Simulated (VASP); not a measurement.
# CaO (Fm-3m) in VASP: further runs, part 2 of 2

VASP 6.6.1. Earlier steps stand in the parts before.

## Step 3: Single point, r2SCAN

This run uses another cell than the first one, of 13.55 Å³/atom, 1.038 times its volume.

Contents of POSCAR:

```
CaO
1.0
    2.3843286067      2.3843286067      0.0000000000
   -2.3843286067      2.3843286067      0.0000000000
    0.0000000000      2.3843286067      2.3843286067
Ca O
1 1
Direct
    0.0000000000      0.0000000000      0.0000000000
    0.5000000000      0.5000000000      0.0000000000
```

Contents of INCAR.step1:

```
SYSTEM = CaO
  PREC = Accurate
  ENCUT = 520
  ISMEAR = 0
  SIGMA = 0.01
  LREAL = .FALSE.
  LASPH = .TRUE.
  NELM = 100
  NBANDS = 15
  GGA = PE
  ALGO = Normal
  EDIFF = 1E-4
  LWAVE = .TRUE.
  LCHARG = .FALSE.
```

Contents of INCAR.step2:

```
SYSTEM = CaO
  PREC = Accurate
  ENCUT = 520
  EDIFF = 1E-6
  ISMEAR = 0
  SIGMA = 0.01
  LREAL = .FALSE.
  LASPH = .TRUE.
  NELM = 100
  ALGO = Normal
  ISIF = 2
  LWAVE = .FALSE.
  LCHARG = .FALSE.
  METAGGA = R2SCAN
  LMIXTAU = .TRUE.
  NBANDS = 15
  ISTART = 1
```

Contents of KPOINTS:

```
Automatic mesh
0
G
  8 8 8
  0 0 0
```

Potentials or basis: VASP PAW PBE potentials, release 64 (Ca_sv, O).

Launch:

```bash
$ cat potpaw_PBE.64/Ca_sv/POTCAR potpaw_PBE.64/O/POTCAR > POTCAR
$ cp INCAR.step1 INCAR
$ mpirun -np 1 vasp_std > vasp.out
$ cp INCAR.step2 INCAR
$ mpirun -np 1 vasp_std > vasp.out
```

OUTCAR:

```text
SYSTEM = CaO
   PREC = Accurate
   ENCUT = 520
   EDIFF = 1E-6
   ISMEAR = 0
   LREAL = .FALSE.
   LASPH = .TRUE.
   NELM = 100
   ISIF = 2
   METAGGA = R2SCAN
   ISTART = 1

 ion  position               nearest neighbor table
   1  0.000  0.000  0.000-   2 2.38   2 2.38   2 2.38   2 2.38   2 2.38   2 2.38
   2  0.500  0.500  0.000-   1 2.38   1 2.38   1 2.38   1 2.38   1 2.38   1 2.38

  LATTYP: Found a face centered cubic cell.
 ALAT       =     4.7686572134

  Lattice vectors:

 A1 = (   0.0000000000,   2.3843286067,   2.3843286067)
 A2 = (   2.3843286067,   0.0000000000,   2.3843286067)
 A3 = (   2.3843286067,   2.3843286067,   0.0000000000)

Analysis of symmetry for initial positions (statically):
=====================================================================
 Subroutine PRICEL returns:
 Original cell was already a primitive cell.

 Routine SETGRP: Setting up the symmetry group for a
 face centered cubic supercell.

 Subroutine GETGRP returns: Found 48 space group operations
 (whereof 48 operations were pure point group operations)
 out of a pool of 48 trial point group operations.

The static configuration has the point symmetry O_h .

Analysis of symmetry for dynamics (positions and initial velocities):
=====================================================================
 Subroutine PRICEL returns:
 Original cell was already a primitive cell.

 Routine SETGRP: Setting up the symmetry group for a
 face centered cubic supercell.

 Subroutine GETGRP returns: Found 48 space group operations
 (whereof 48 operations were pure point group operations)
 out of a pool of 48 trial point group operations.

The dynamic configuration has the point symmetry O_h .

 Subroutine INISYM returns: Found 48 space group operations
 (whereof 48 operations are pure point group operations),
 and found     1 'primitive' translations

----------------------------------------------------------------------------------------

[... 116 lines left out ...]
   LORBIT       =      0    0 simple, 1 ext, 2 COOP (PROOUT), +10 PAW based schemes
   METAGGA = R2SCAN    functional components
   LHFCALC =     F    Hartree Fock is set to
   AEXX    =    0.0000 exact exchange contribution
   IVDW    =     0    specifies the selected vdW correction
   LEPSILON=     F    determine dielectric tensor
   LRPA    =     F    only Hartree local field effects (RPA)
 non-spin polarized calculation
 Gauss-broadening in eV      SIGMA  =   0.01
  energy-cutoff  :      520.00
  volume of cell :       27.11
 maximum number of plane-waves:       745
 NGX is ok and might be reduce to    28
   NGX = 13   NGY = 13   NGZ = 13

 number of electron      15.9999997 magnetization

 Free energy of the ion-electron system (eV)
  ---------------------------------------------------
  ext. energy  EPLUGINS =         0.00000000
  ---------------------------------------------------
  free energy    TOTEN  =       -19.44658749 eV

  energy without entropy =      -19.44658749  energy(sigma->0) =      -19.44658749

 E-fermi :   2.2537     XC(G=0): -11.2003

 val. band max:        2.1495272246   @ k =   0.0000   0.0000   0.0000
 cond. band min:       6.3309629066   @ k =   0.5000   0.5000   0.0000
 fundamental gap:      4.1814356821
 Fermi energy:         2.2537323976

 k-point     1 :       0.0000    0.0000    0.0000
  band No.  band energies     occupation
      1     -36.8071      2.00000
      2     -16.6814      2.00000
      3     -16.6814      2.00000
      4     -16.6814      2.00000
      5     -14.3697      2.00000
      6       2.1495      2.00000
      7       2.1495      2.00000
      8       2.1495      2.00000
      9       7.7808      0.00000
     10       9.0613      0.00000
     11       9.0613      0.00000
     12       9.0613      0.00000
     13      10.6986      0.00000
     14      10.6987      0.00000
[... 401 lines left out ...]
      2     -17.7368      2.00000
      3     -16.9359      2.00000
      4     -16.8152      2.00000
      5     -13.3113      2.00000
      6       0.0877      2.00000
      7       1.0083      2.00000
      8       1.0630      2.00000
      9       9.6260      0.00000
     10       9.7160      0.00000
     11      11.7436      0.00000
     12      12.0066      0.00000
     13      13.3197      0.00000
     14      15.1218      0.00000
     15      17.3490      0.00000

 [... further k-points ...]
[... 5 lines left out ...]
  --------------------------------------------------------------------------------------
  -------------------------------------------------------------------------------------
  Total        0.5288153      0.5288153      0.5288153      0.0000000      0.0000000      0.0000000
  in kB       31.2526069     31.2526069     31.2526069      0.0000000      0.0000000      0.0000000
  external PRESSURE =      31.2526069 kB  Pullay stress =       0.0000000 kB

 VOLUME and BASIS-vectors are now :
 -----------------------------------------------------------------------------
  energy-cutoff  :      520.00
  volume of cell :       27.11
      direct lattice vectors                 reciprocal lattice vectors
     2.384328607  2.384328607  0.000000000     0.209702639  0.209702639 -0.209702639
    -2.384328607  2.384328607  0.000000000    -0.209702639  0.209702639 -0.209702639
     0.000000000  2.384328607  2.384328607     0.000000000  0.000000000  0.419405277

 POSITION                                       TOTAL-FORCE (eV/Angst)
 -----------------------------------------------------------------------------------
      0.00000      0.00000      0.00000         0.000000      0.000000      0.000000
      0.00000      2.38433      0.00000        -0.000000      0.000000      0.000000
 -----------------------------------------------------------------------------------
    total drift:                               -0.000000      0.000000     -0.000000

  FREE ENERGIE OF THE ION-ELECTRON SYSTEM (eV)
  ---------------------------------------------------
  free  energy   TOTEN  =       -19.4465874914 eV

  energy  without entropy=      -19.4465874914  energy(sigma->0) =      -19.44658749
```

OUTCAR.step1:

```text
SYSTEM = CaO
   PREC = Accurate
   ENCUT = 520
   ISMEAR = 0
   LREAL = .FALSE.
   LASPH = .TRUE.
[... 654 lines left out ...]
      0.00000      0.00000      0.00000        -0.000000      0.000000      0.000000
      0.00000      2.38433      0.00000         0.000000     -0.000000      0.000000
 -----------------------------------------------------------------------------------
    total drift:                               -0.000000      0.000000     -0.000000

  FREE ENERGIE OF THE ION-ELECTRON SYSTEM (eV)
  ---------------------------------------------------
  free  energy   TOTEN  =       -12.7856374671 eV

  energy  without entropy=      -12.7856374671  energy(sigma->0) =      -12.78563747
```

OSZICAR.step1:

```text
N       E                     dE             d eps       ncg     rms          rms(c)
DAV:   1     0.116962636792E+03    0.11696E+03   -0.84394E+03   870   0.110E+03
DAV:   2    -0.959503822306E+01   -0.12656E+03   -0.11882E+03  1087   0.290E+02
DAV:   3    -0.143677864800E+02   -0.47727E+01   -0.47385E+01  1045   0.581E+01
DAV:   4    -0.144999778156E+02   -0.13219E+00   -0.13212E+00  1208   0.865E+00
DAV:   5    -0.145010706932E+02   -0.10929E-02   -0.10928E-02  1081   0.731E-01    0.857E+00
DAV:   6    -0.128581154699E+02    0.16430E+01   -0.50119E+00   955   0.221E+01    0.352E+00
DAV:   7    -0.127892159983E+02    0.68899E-01   -0.39464E-01   975   0.658E+00    0.179E+00
DAV:   8    -0.127866475974E+02    0.25684E-02   -0.74101E-02  1108   0.294E+00    0.426E-01
DAV:   9    -0.127850349964E+02    0.16126E-02   -0.45775E-03   884   0.579E-01    0.108E-01
DAV:  10    -0.127856609681E+02   -0.62597E-03   -0.69170E-04  1017   0.238E-01    0.396E-02
DAV:  11    -0.127856374671E+02    0.23501E-04   -0.41722E-05   715   0.818E-02
   1 F= -.12785637E+02 E0= -.12785637E+02  d E =-.117345E-19
```

Wall time 68 s (1 thread of Intel Xeon Platinum 8259CL at 2.50GHz (Skylake/Cascade Lake), shared host); peak memory 0.17 GiB.

Results:

- Free energy: -19.4466 eV
- Pressure: 3.1 GPa
- Band gap on the k mesh: 4.18 eV, indirect (least direct gap 4.55 eV)

Levels at points of the mesh, in eV from the valence-band top:
```csv
k point,band 4,band 5,band 6,band 7,band 8,band 9,band 10,band 11,band 12,band 13
"(0.00, 0.00, 0.00)",-18.83,-16.52,0.00,0.00,0.00,5.63,6.91,6.91,6.91,8.55
"(0.50, 0.00, 0.00)",-18.88,-15.13,-2.66,-1.25,-1.25,7.81,9.18,9.18,9.41,11.40
"(0.50, 0.50, 0.00)",-19.08,-16.30,-1.28,-0.37,-0.37,4.18,8.94,9.77,10.40,10.40
```

Caveat: the PAW data sets were made with another functional, which shifts forces and pressure a little. r2SCAN opens gaps a little over a GGA but as a rule still falls short of measured ones.

## Step 4: Single point, r2SCAN

This run uses another cell than the first one, of 13.55 Å³/atom, 1.038 times its volume.

POSCAR is that of step 3.

Contents of INCAR.step1:

```
  PREC = Accurate
  ENCUT = 520
  ISMEAR = 0
  SIGMA = 0.01
  LREAL = False
  LASPH = True
  NELM = 80
  NBANDS = 15
  GGA = PE
  ALGO = Normal
  EDIFF = 1E-4
  LWAVE = True
  LCHARG = False
```

Contents of INCAR.step2:

```
  PREC = Accurate
  ENCUT = 520
  EDIFF = 1E-6
  ISMEAR = 0
  SIGMA = 0.01
  LREAL = False
  LASPH = True
  NELM = 80
  ALGO = Normal
  ISIF = 2
  LWAVE = False
  LCHARG = False
  METAGGA = R2SCAN
  LMIXTAU = True
  NBANDS = 15
  ISTART = 1
```

Contents of KPOINTS:

```
Automatic mesh
0
Gamma
  8 8 8
```

Launch:

```bash
$ cat potpaw_PBE.64/Ca_sv/POTCAR potpaw_PBE.64/O/POTCAR > POTCAR
$ cp INCAR.step1 INCAR
$ mpirun -np 1 vasp_std > vasp.out
$ cp INCAR.step2 INCAR
$ mpirun -np 1 vasp_std > vasp.out
```

Wall time 70 s (1 thread of Intel Xeon Platinum 8259CL at 2.50GHz (Skylake/Cascade Lake), shared host); peak memory 0.16 GiB.

Results (log left out):

```yaml
Free_energy: -19.4466 eV
Pressure: 3.1 GPa
Band_gap_on_the_k_mesh: 4.18 eV, indirect (least direct gap 4.55 eV)
```

Levels at points of the mesh, in eV from the valence-band top:
```
           k point  band 6  band 7  band 8  band 9  band 10  band 11
(0.00, 0.00, 0.00)    0.00    0.00    0.00    5.63     6.91     6.91
(0.50, 0.00, 0.00)   -2.66   -1.25   -1.25    7.81     9.18     9.18
(0.50, 0.50, 0.00)   -1.28   -0.37   -0.37    4.18     8.94     9.77
```

Caveat: the PAW data sets were made with another functional, which shifts forces and pressure a little.
